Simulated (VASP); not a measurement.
# ZnS (P6_3mc) in VASP: a series of runs

The runs below take ZnS through vibrations by perturbation theory, with LDA.

Program: VASP 6.6.1. These are calculated values, not measurements. Logs are shortened: lines on timing, memory, paths and dates and some standing lists are left out, and cuts for length are marked.

### 1 The cell of the first run

It takes space group P6_3mc (No. 186, hexagonal). The conventional cell has a = 3.713 Å, b = 3.713 Å, c = 6.102 Å, α = 90.00°, β = 90.00°, γ = 120.00°. Zn (site symmetry 3m) has 4 S at 2.28 Å within 3.0 Å. S (site symmetry 3m) has 4 Zn at 2.28 Å within 3.0 Å.

### 2 Vibrations by perturbation theory, LDA (18.21 Å³/atom)

The input, INCAR:

```
ALGO = Normal
EDIFF = 1E-8
ENCUT = 520
GGA = CA
IBRION = 8
ISIF = 2
ISMEAR = 0
LASPH = True
LCHARG = False
LREAL = False
LWAVE = False
NELM = 100
NSW = 1
PREC = Accurate
SIGMA = 0.01
```

The input, KPOINTS:

```
k-points
0
Gamma
  6 6 4
```

The input, POSCAR:

```
ZnS
1.0
    3.7131428721      0.0000000000      0.0000000000
   -1.8565714360      3.2156760551      0.0000000000
    0.0000000000      0.0000000000      6.1017682549
Zn S
2 2
Direct
    0.3333333333      0.6666666667      0.0056710952
    0.6666666667      0.3333333333      0.5056710952
    0.3333333333      0.6666666667      0.3793289048
    0.6666666667      0.3333333333      0.8793289048
```

Potentials or basis: VASP PAW LDA potentials, release 64 (Zn, S).

The run is started by

```sh
$ cat potpaw_LDA.64/Zn/POTCAR potpaw_LDA.64/S/POTCAR > POTCAR
$ mpirun -np 1 vasp_std > vasp.out
```

OUTCAR:

```text
EDIFF = 1E-8
   ENCUT = 520
   GGA = CA
   IBRION = 8
   ISIF = 2
   ISMEAR = 0
   LASPH = True
   LREAL = False
   NELM = 100
   NSW = 1
   PREC = Accurate

 ion  position               nearest neighbor table
   1  0.333  0.667  0.006-   4 2.28   4 2.28   4 2.28   3 2.28
   2  0.667  0.333  0.506-   3 2.28   3 2.28   3 2.28   4 2.28
   3  0.333  0.667  0.379-   2 2.28   2 2.28   2 2.28   1 2.28
   4  0.667  0.333  0.879-   1 2.28   1 2.28   1 2.28   2 2.28

  LATTYP: Found a hexagonal cell.
 ALAT       =     3.7131428721
 C/A-ratio  =     1.6432893818

  Lattice vectors:

 A1 = (   3.7131428721,   0.0000000000,   0.0000000000)
 A2 = (  -1.8565714360,   3.2156760551,   0.0000000000)
 A3 = (   0.0000000000,   0.0000000000,   6.1017682549)

Analysis of symmetry for initial positions (statically):
=====================================================================
 Subroutine PRICEL returns:
 Original cell was already a primitive cell.

 Routine SETGRP: Setting up the symmetry group for a
 hexagonal supercell.

 Subroutine GETGRP returns: Found 12 space group operations
 (whereof  6 operations were pure point group operations)
 out of a pool of 24 trial point group operations.

The static configuration has the point symmetry C_3v.
 The point group associated with its full space group is C_6v.

Analysis of symmetry for dynamics (positions and initial velocities):
=====================================================================
 Subroutine PRICEL returns:
 Original cell was already a primitive cell.

 Routine SETGRP: Setting up the symmetry group for a
 hexagonal supercell.

 Subroutine GETGRP returns: Found 12 space group operations
 (whereof  6 operations were pure point group operations)
 out of a pool of 24 trial point group operations.

The dynamic configuration has the point symmetry C_3v.
 The point group associated with its full space group is C_6v.

 Subroutine INISYM returns: Found 12 space group operations
 (whereof  6 operations are pure point group operations),
 and found     1 'primitive' translations

----------------------------------------------------------------------------------------

                                     Primitive cell

  volume of cell :      72.8567

  direct lattice vectors                    reciprocal lattice vectors
     3.713142872  0.000000000  0.000000000     0.269313634  0.155488299  0.000000000
    -1.856571436  3.215676055  0.000000000     0.000000000  0.310976598  0.000000000
     0.000000000  0.000000000  6.101768255     0.000000000  0.000000000  0.163886919

  length of vectors
     3.713142872  3.713142872  6.101768255     0.310976598  0.310976598  0.163886919

  position of ions in fractional coordinates (direct lattice)
     0.333333333  0.666666667  0.005671095
     0.666666667  0.333333333  0.505671095
     0.333333333  0.666666667  0.379328905
     0.666666667  0.333333333  0.879328905

  ion indices of the primitive-cell ions
   primitive index   ion index
                 1           1
                 2           2
                 3           3
                 4           4

----------------------------------------------------------------------------------------

 KPOINTS: k-points

Automatic generation of k-mesh.
 Grid dimensions read from file:
 generate k-points for:    6    6    4

 Generating k-lattice:

  Cartesian coordinates                     Fractional coordinates (reciprocal lattice)
     0.044885606  0.025914717  0.000000000     0.166666667  0.000000000  0.000000000
     0.000000000  0.051829433  0.000000000     0.000000000  0.166666667  0.000000000
     0.000000000  0.000000000  0.040971730     0.000000000  0.000000000  0.250000000

  Length of vectors
     0.051829433  0.051829433  0.040971730

[... 64 lines left out ...]
   ISMEAR =     0;   SIGMA  =   0.01  broadening in eV -4-tet -1-fermi 0-gaus
   EFERMI_NEDOS =   21; number of points for ismear=-14 and -15
   IALGO  =     38    algorithm
   IMIX   =      4    mixing-type and parameters
     AMIX     =   0.40;   BMIX     =  1.00
     AMIX_MAG =   1.60;   BMIX_MAG =  1.00
  volume/ion in A,a.u.               =      18.21       122.92
  Fermi-wavevector in a.u.,A,eV,Ry     =   1.294253  2.445783 22.790987  1.675090
  Thomas-Fermi vector in A             =   2.425847
   LORBIT       =      0    0 simple, 1 ext, 2 COOP (PROOUT), +10 PAW based schemes
   GGA     = CA    functional components
   LHFCALC =     F    Hartree Fock is set to
   AEXX    =    0.0000 exact exchange contribution
   IVDW    =     0    specifies the selected vdW correction
   LEPSILON=     F    determine dielectric tensor
   LRPA    =     F    only Hartree local field effects (RPA)
 non-spin polarized calculation
 Gauss-broadening in eV      SIGMA  =   0.01
  energy-cutoff  :      520.00
  volume of cell :       72.86
 maximum number of plane-waves:      1977
 NGX is ok and might be reduce to    28
   NGX = 13   NGY = 13   NGZ = 23

--------------------------------------- Ionic step        1  -------------------------------------------

 number of electron      36.0000013 magnetization

 Free energy of the ion-electron system (eV)
  ---------------------------------------------------
  ext. energy  EPLUGINS =         0.00000000
  ---------------------------------------------------
  free energy    TOTEN  =       -16.38749717 eV

  energy without entropy =      -16.38749717  energy(sigma->0) =      -16.38749717

 E-fermi :   2.8387     XC(G=0): -10.4028

 val. band max:        2.7410764743   @ k =   0.0000   0.0000   0.0000
 cond. band min:       5.0616283435   @ k =   0.0000   0.0000   0.0000
 fundamental gap:      2.3205518692
 Fermi energy:         2.8387315531

 k-point     1 :       0.0000    0.0000    0.0000
  band No.  band energies     occupation
      1     -10.9914      2.00000
      2      -9.8826      2.00000
      3      -4.1269      2.00000
      4      -4.1039      2.00000
      5      -4.1039      2.00000
      6      -4.0111      2.00000
[... 514 lines left out ...]
     21       8.8335      0.00000
     22       8.8335      0.00000

------------------------ aborting loop because EDIFF is reached ----------------------------------------

  FORCE on cell =-STRESS in cart. coord.  units (eV):
  Direction    XX          YY          ZZ          XY          YZ          ZX
  --------------------------------------------------------------------------------------
  -------------------------------------------------------------------------------------
  Total        0.9508315      0.9508315      0.9781820      0.0000000      0.0000000      0.0000000
  in kB       20.9095399     20.9095399     21.5109987      0.0000000      0.0000000      0.0000000
  external PRESSURE =      21.1100262 kB  Pullay stress =       0.0000000 kB

 VOLUME and BASIS-vectors are now :
 -----------------------------------------------------------------------------
  energy-cutoff  :      520.00
  volume of cell :       72.86
      direct lattice vectors                 reciprocal lattice vectors
     3.713142872  0.000000000  0.000000000     0.269313634  0.155488299  0.000000000
    -1.856571436  3.215676055  0.000000000     0.000000000  0.310976598  0.000000000
     0.000000000  0.000000000  6.101768255     0.000000000  0.000000000  0.163886919

 POSITION                                       TOTAL-FORCE (eV/Angst)
 -----------------------------------------------------------------------------------
     -0.00000      2.14378      0.03460        -0.000000     -0.000000      0.000561
      1.85657      1.07189      3.08549        -0.000000      0.000000      0.000561
     -0.00000      2.14378      2.31458        -0.000000      0.000000     -0.000561
      1.85657      1.07189      5.36546         0.000000      0.000000     -0.000561
 -----------------------------------------------------------------------------------
    total drift:                               -0.000001     -0.000001      0.000136

  FREE ENERGIE OF THE ION-ELECTRON SYSTEM (eV)
  ---------------------------------------------------
  free  energy   TOTEN  =       -16.3874971668 eV

  energy  without entropy=      -16.3874971668  energy(sigma->0) =      -16.38749717

[... ionic steps 2 to 9 ...]

--------------------------------------- Ionic step       10  -------------------------------------------

------------------------ aborting loop because EDIFF is reached ----------------------------------------

[... ionic steps 11 to 11 ...]

--------------------------------------- Ionic step       12  -------------------------------------------

 Free energy of the ion-electron system (eV)
  ---------------------------------------------------
  ---------------------------------------------------
  free energy    TOTEN  =        -0.12376534 eV

  energy without entropy =       -0.12376534

------------------------ aborting loop because EDIFF is reached ----------------------------------------

 INTERNAL STRAIN TENSOR  FOR ION    3  DIRECTION 3   (eV/Angst):
 -----------------------------------------------------------------------------
     4.66146  0.00000  0.00000
     0.00000  4.66146 -0.00000
    -0.00000  0.00000 -8.52497

 INTERNAL STRAIN TENSOR FOR ION    4 for displacements in x,y,z  (eV/Angst):
          X           Y           Z          XY          YZ          ZX
  --------------------------------------------------------------------------------
  x     0.00000    -0.00000    -0.00000     7.65347     0.00000     4.81515
  y     7.65347    -7.65347     0.00000    -0.00000     4.38996     0.00000
  z     4.66146     4.66146    -8.52497     0.00000     0.00000     0.00000

 SECOND DERIVATIVES (NOT SYMMETRIZED)
 ------------------------------------
               1X          1Y          1Z          2X          2Y          2Z          3X          3Y          3Z          4X          4Y          4Z
  1X    -7.185086   -0.000000    0.000000   -0.177919   -0.000000   -0.000000    0.239666    0.000000    0.000000    7.123339    0.000000   -0.000000
  1Y    -0.000000   -7.185086    0.000000   -0.000000   -0.177919    0.000000    0.000000    0.239666    0.000000    0.000000    7.123339    0.000000
  1Z     0.000000   -0.000000   -9.085068    0.000000    0.000000    1.853834    0.000000    0.000000    5.162261    0.000000   -0.000000    2.068973
  2X    -0.177919   -0.000000    0.000000   -7.185086   -0.000000    0.000000    7.123339    0.000000    0.000000    0.239666    0.000000   -0.000000
  2Y    -0.000000   -0.177919    0.000000   -0.000000   -7.185086   -0.000000    0.000000    7.123339   -0.000000    0.000000    0.239666   -0.000000
  2Z     0.000000    0.000000    1.853834   -0.000000    0.000000   -9.085068   -0.000000    0.000000    2.068973    0.000000    0.000000    5.162261
  3X     0.243595    0.000000    0.000000    7.121791    0.000000    0.000000   -7.951718   -0.000000    0.000000    0.586332    0.000000   -0.000000
  3Y     0.000000    0.243595    0.000000    0.000000    7.121791    0.000000   -0.000000   -7.951718    0.000000    0.000000    0.586332    0.000000
  3Z     0.000000    0.000000    5.181923   -0.000000    0.000000    2.047619    0.000000    0.000000  -11.055973    0.000000    0.000000    3.826430
  4X     7.121791    0.000000    0.000000    0.243595    0.000000   -0.000000    0.586332    0.000000    0.000000   -7.951718   -0.000000    0.000000
  4Y     0.000000    7.121791   -0.000000    0.000000    0.243595    0.000000    0.000000    0.586332    0.000000   -0.000000   -7.951718   -0.000000
  4Z     0.000000    0.000000    2.047619    0.000000   -0.000000    5.181923   -0.000000    0.000000    3.826430    0.000000    0.000000  -11.055973

 Eigenvectors and eigenvalues of the dynamical matrix
 ----------------------------------------------------

   1 f  =   10.819266 THz    67.979455 2PiTHz  360.891878 cm-1    44.744870 meV
             X         Y         Z           dx          dy          dz
     -0.000000  2.143784  0.034604     0.000000    0.000000    0.150733
      1.856571  1.071892  3.085488     0.000000   -0.000000   -0.150733
     -0.000000  2.143784  2.314577    -0.000000    0.000000   -0.690854
      1.856571  1.071892  5.365461    -0.000000   -0.000000    0.690854
[... 71 lines left out ...]
  12 f/i=    0.000695 THz     0.004366 2PiTHz    0.023177 cm-1     0.002874 meV
             X         Y         Z           dx          dy          dz
     -0.000000  2.143784  0.034604    -0.470271   -0.338180   -0.000000
      1.856571  1.071892  3.085488    -0.470271   -0.338180   -0.000000
     -0.000000  2.143784  2.314577    -0.329264   -0.236779   -0.000000
      1.856571  1.071892  5.365461    -0.329264   -0.236779   -0.000000

--------------------------------------------------------------------------------------------------------

 ELASTIC MODULI CONTR FROM IONIC RELAXATION (kBar)
 Direction    XX          YY          ZZ          XY          YZ          ZX
 --------------------------------------------------------------------------------
 XX        -434.7056    169.2757    241.5700     -0.0000     -0.0000     -0.0000
 YY         169.2757   -434.7056    241.5700     -0.0000      0.0000      0.0000
 ZZ         241.5700    241.5700   -439.7097      0.0000      0.0000      0.0000
 XY          -0.0000     -0.0000      0.0000   -301.9906     -0.0000     -0.0000
 YZ          -0.0000     -0.0000      0.0000      0.0000   -119.4382     -0.0000
 ZX          -0.0000      0.0000      0.0000      0.0000     -0.0000   -134.8939
 --------------------------------------------------------------------------------
```

Run time: 9.5 min. Hardware: 1 thread of Intel Xeon Platinum 8259CL at 2.50GHz (Skylake/Cascade Lake), shared host; peak memory 0.42 GiB.

What came out:

```
Highest phonon frequency at Γ, LO-TO splitting left out : 361 cm⁻¹
```

Phonon frequencies in cm⁻¹ (negative: imaginary):
| q point | frequencies |
| --- | --- |
| (0.000, 0.000, 0.000) | 0 0 0 67 67 204 302 305 305 311 311 361 |

Caveat: the cell stands under pressure or tension, which shifts response properties.

### 3 Vibrations by perturbation theory, LDA

This run uses another cell than the first one, of 18.59 Å³/atom.

The input, INCAR:

```
  ALGO = Normal
  EDIFF = 1E-8
  ENCUT = 520
  IBRION = 8
  ISIF = 2
  ISMEAR = 0
  LASPH = T
  LCHARG = T
  LREAL = F
  LWAVE = F
  NELM = 60
  NSW = 1
  PREC = Accurate
  SIGMA = 0.01
```

KPOINTS is that of step 2.

The input, POSCAR:

```
ZnS
1.0
    3.7382324364      0.0000000000      0.0000000000
   -1.8691162182      3.2374042551      0.0000000000
    0.0000000000      0.0000000000      6.1429976694
Zn S
2 2
Direct
    0.3333333333      0.6666666667      0.0055913260
    0.6666666667      0.3333333333      0.5055913260
    0.3333333333      0.6666666667      0.3794086740
    0.6666666667      0.3333333333      0.8794086740
```

Potentials or basis: VASP PAW LDA potentials, release 64 (Zn, S).

The run is started by

```sh
$ cat potpaw_LDA.64/Zn/POTCAR potpaw_LDA.64/S/POTCAR > POTCAR
$ mpirun -np 1 vasp_std > vasp.out
```

OUTCAR:

```text
EDIFF = 1E-8
   ENCUT = 520
   IBRION = 8
   ISIF = 2
   ISMEAR = 0
   LASPH = T
   LREAL = F
   NELM = 60
   NSW = 1
   PREC = Accurate

 ion  position               nearest neighbor table
   1  0.333  0.667  0.006-   4 2.29   4 2.29   4 2.29   3 2.30
   2  0.667  0.333  0.506-   3 2.29   3 2.29   3 2.29   4 2.30
   3  0.333  0.667  0.379-   2 2.29   2 2.29   2 2.29   1 2.30
   4  0.667  0.333  0.879-   1 2.29   1 2.29   1 2.29   2 2.30

  LATTYP: Found a hexagonal cell.
 ALAT       =     3.7382324364
 C/A-ratio  =     1.6432893818

  Lattice vectors:

 A1 = (   3.7382324364,   0.0000000000,   0.0000000000)
[... 784 lines left out ...]
  1Y     0.000000   -6.724595    0.000000    0.000000   -0.179197    0.000000   -0.000000    0.293692    0.000000    0.000000    6.610101    0.000000
  1Z     0.000000   -0.000000   -8.634129    0.000000    0.000000    1.860445    0.000000   -0.000000    4.708461    0.000000    0.000000    2.065223
  2X    -0.179197    0.000000    0.000000   -6.724595    0.000000    0.000000    6.610101    0.000000    0.000000    0.293692    0.000000    0.000000
  2Y    -0.000000   -0.179197   -0.000000    0.000000   -6.724595   -0.000000    0.000000    6.610101    0.000000   -0.000000    0.293692   -0.000000
  2Z     0.000000    0.000000    1.860445   -0.000000    0.000000   -8.634129    0.000000    0.000000    2.065223    0.000000    0.000000    4.708461
  3X     0.290221    0.000000   -0.000000    6.602192   -0.000000   -0.000000   -7.461121    0.000000   -0.000000    0.568707    0.000000    0.000000
  3Y    -0.000000    0.290221    0.000000    0.000000    6.602192    0.000000    0.000000   -7.461121    0.000000    0.000000    0.568707    0.000000
  3Z     0.000000    0.000000    4.689873   -0.000000   -0.000000    2.012990    0.000000    0.000000  -10.393938    0.000000    0.000000    3.691075
  4X     6.602192    0.000000    0.000000    0.290221    0.000000    0.000000    0.568707   -0.000000    0.000000   -7.461121    0.000000    0.000000
  4Y     0.000000    6.602192   -0.000000   -0.000000    0.290221   -0.000000    0.000000    0.568707    0.000000    0.000000   -7.461121   -0.000000
  4Z     0.000000    0.000000    2.012990    0.000000   -0.000000    4.689873    0.000000   -0.000000    3.691075    0.000000   -0.000000  -10.393938

 Eigenvectors and eigenvalues of the dynamical matrix
 ----------------------------------------------------

   1 f  =   10.497295 THz    65.956453 2PiTHz  350.152086 cm-1    43.413306 meV
             X         Y         Z           dx          dy          dz
     -0.000000  2.158270  0.034348     0.000000    0.000000    0.138711
      1.869116  1.079135  3.105846    -0.000000   -0.000000   -0.138711
     -0.000000  2.158270  2.330707     0.000000    0.000000   -0.693368
      1.869116  1.079135  5.402205    -0.000000   -0.000000    0.693368
[... 71 lines left out ...]
  12 f/i=    0.021622 THz     0.135854 2PiTHz    0.721225 cm-1     0.089421 meV
             X         Y         Z           dx          dy          dz
     -0.000000  2.158270  0.034348     0.000000    0.000000    0.578205
      1.869116  1.079135  3.105846     0.000000    0.000000    0.578205
     -0.000000  2.158270  2.330707     0.000000    0.000000    0.407036
      1.869116  1.079135  5.402205     0.000000    0.000000    0.407036

--------------------------------------------------------------------------------------------------------

 ELASTIC MODULI CONTR FROM IONIC RELAXATION (kBar)
 Direction    XX          YY          ZZ          XY          YZ          ZX
 --------------------------------------------------------------------------------
 XX        -371.7316    149.3487    199.9989     -0.0000     -0.0000     -0.0000
 YY         149.3487   -371.7316    199.9989      0.0000     -0.0000      0.0000
 ZZ         199.9989    199.9989   -359.7357      0.0000     -0.0000      0.0000
 XY          -0.0000      0.0000      0.0000   -260.5402     -0.0000     -0.0000
 YZ           0.0000     -0.0000     -0.0000     -0.0000    -99.1341      0.0000
 ZX          -0.0000      0.0000      0.0000     -0.0000      0.0000   -113.6733
 --------------------------------------------------------------------------------
```

It took 9.1 min on 1 thread of Intel Xeon Platinum 8259CL at 2.50GHz (Skylake/Cascade Lake), shared host; peak memory 0.42 GiB.

Results:

* Highest phonon frequency at Γ, LO-TO splitting left out: 350 cm⁻¹

Phonon frequencies in cm⁻¹ (negative: imaginary):
```csv
q point,frequencies
"(0.000, 0.000, 0.000)",-1 0 0 70 70 201 292 295 295 301 301 350
```

(Part 1 of 2 ends here.)
